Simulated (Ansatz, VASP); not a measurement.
CuAu3: VASP beside Ansatz

Contents of INCAR:

```
  PREC = Accurate
  ENCUT = 610
  EDIFF = 1E-8
  ISMEAR = -1
  SIGMA = 0.05
  LREAL = F
  LASPH = T
  NELM = 120
  ALGO = Normal
  ISIF = 2
  LWAVE = F
  LCHARG = F
  LEFG = T
  NBANDS = 46
  GGA_COMPAT = F
```

Contents of KPOINTS:

```
Automatic mesh
0
Gamma
  9 9 9
```

File POSCAR:

```
CuAu3
1.0
    3.9666888638      0.0000000000      0.0000000000
    0.0000000000      3.9666888638      0.0000000000
    0.0000000000      0.0000000000      3.9666888638
Cu Au
1 3
Direct
    0.0000000000      0.0000000000      0.0000000000
    0.0000000000      0.5000000000      0.5000000000
    0.5000000000      0.0000000000      0.5000000000
    0.5000000000      0.5000000000      0.0000000000
```

Input for Ansatz:

```yaml
crystal:
  lattice:
    - [3.9666888638, 0.0, 0.0]
    - [0.0, 3.9666888638, 0.0]
    - [0.0, 0.0, 3.9666888638]
  atoms:
    - { symbol: Cu, position: [0.0, 0.0, 0.0] }
    - { symbol: Au, position: [0.0, 0.5, 0.5] }
    - { symbol: Au, position: [0.5, 0.0, 0.5] }
    - { symbol: Au, position: [0.5, 0.5, 0.0] }
kpoints:
  mp_grid: { grid: [9, 9, 9] }
scf:
  occupations: { method: fermi_dirac, width: 0.05 }
hamiltonian:
  xc: lda
  pseudopotentials: { kind: paw }
output:
  forces: true
  stress: true
  eigenvalues: true
  efg: { contact_densities: true }
  write_density: true
  write_potential: true
  elf: true
  volumetric_format: npy
```

Change from the starting cell: volume scaled by 0.99, PAW files.

Alike in both runs: task electric field gradients; functional LDA; k mesh 9 × 9 × 9; occupations fermi-dirac, width 0.05 eV; no spin polarisation.

```csv
,VASP,Ansatz
version,VASP 6.6.1,Ansatz 0.2.0
potentials or method,"VASP PAW LDA potentials, release 64 (Cu_sv_GW, Au_sv_GW)","PAW with Ansatz's default frozen-core files, scalar-relativistic"
plane-wave cutoff (eV),610,420
valence electrons in the cell,76,76
```

Ansatz gave:

| Property | Result |
| --- | --- |
| size of Vzz on the site where it differs most (V/Å²) | 48.2 |

**Question.** Estimate VASP's values.

**Answer.** Size of Vzz on the site where it differs most (V/Å²): 59.3.

LDA's correlation is that of Perdew and Zunger in VASP and of Perdew and Wang (1992) in Ansatz.

Spin-orbit coupling is off throughout.
